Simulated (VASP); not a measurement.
# GaN: single point with PBE

GaN:

```xyz
4
Lattice="3.1800 0.0000 0.0000 -1.5900 2.7815 0.0000 0.0000 0.0000 5.1660" Properties=species:S:1:pos:R:3 pbc="T T T"
Ga    0.0000    1.8543    0.0000
Ga    1.5900    0.9272    2.5830
N     0.0000    1.8543    1.9373
N     1.5900    0.9272    4.5203
```

This cell differs from its parent crystal: strain +0.0100 x Voigt [0, 1, 0, 0, 0, 0].

* Program: VASP 6.6.1
* Task: single point
* Functional: PBE
* Potentials or basis: VASP PAW PBE potentials, release 64 (Ga_d, N)
* Cutoff: 520 eV
* k mesh: 12 × 12 × 6
* Occupations: gaussian, width 0.05 eV
* Spin: no spin polarisation
* Dipole correction: no
* Further INCAR settings: ALGO = Normal; EDIFF = 1e-06; NBANDS = 26

* Pressure: 5.4 GPa
* Largest force: 0.207 eV/Å
* Band gap on the k mesh: 1.90 eV

Forces on the atoms (eV/Å):
```
Ga   0.000  0.075 -0.187
Ga   0.000 -0.075 -0.187
N    0.000  0.089  0.187
N    0.000 -0.089  0.187
```

Stress tensor (GPa, compression positive):
```
5.58 0.00 0.00
0.00 2.60 0.00
0.00 0.00 8.11
```

Levels at points of the mesh, in eV from the valence-band top:
```tsv
k point	band 14	band 15	band 16	band 17	band 18	band 19	band 20	band 21	band 22	band 23
(0.00, 0.00, 0.00)	-1.11	-1.07	-0.07	-0.04	0.00	1.90	4.17	9.22	9.74	9.88
(0.50, 0.00, 0.00)	-5.26	-4.23	-2.82	-2.25	-1.01	4.94	5.50	6.08	8.61	10.25
(0.00, 0.50, 0.00)	-5.25	-4.29	-2.72	-2.25	-0.94	5.12	5.61	6.04	8.53	10.41
(0.00, 0.00, 0.50)	-3.85	-0.59	-0.59	-0.55	-0.55	4.20	4.20	8.50	8.50	10.25
(0.50, 0.00, 0.50)	-6.60	-1.99	-1.99	-1.90	-1.90	4.37	4.37	7.76	7.76	9.97
(0.00, 0.50, 0.50)	-6.62	-1.92	-1.92	-1.90	-1.90	4.43	4.43	7.80	7.80	9.95
```

Run time: 2.5 min on 1 thread of Intel Xeon 8259CL, on a shared host, peak memory 0.29 GiB.

Caveat: the cell differs from its parent crystal (strain +0.0100 x Voigt [0, 1, 0, 0, 0, 0]); the stress differs along the axes, from 3 to 8 GPa.
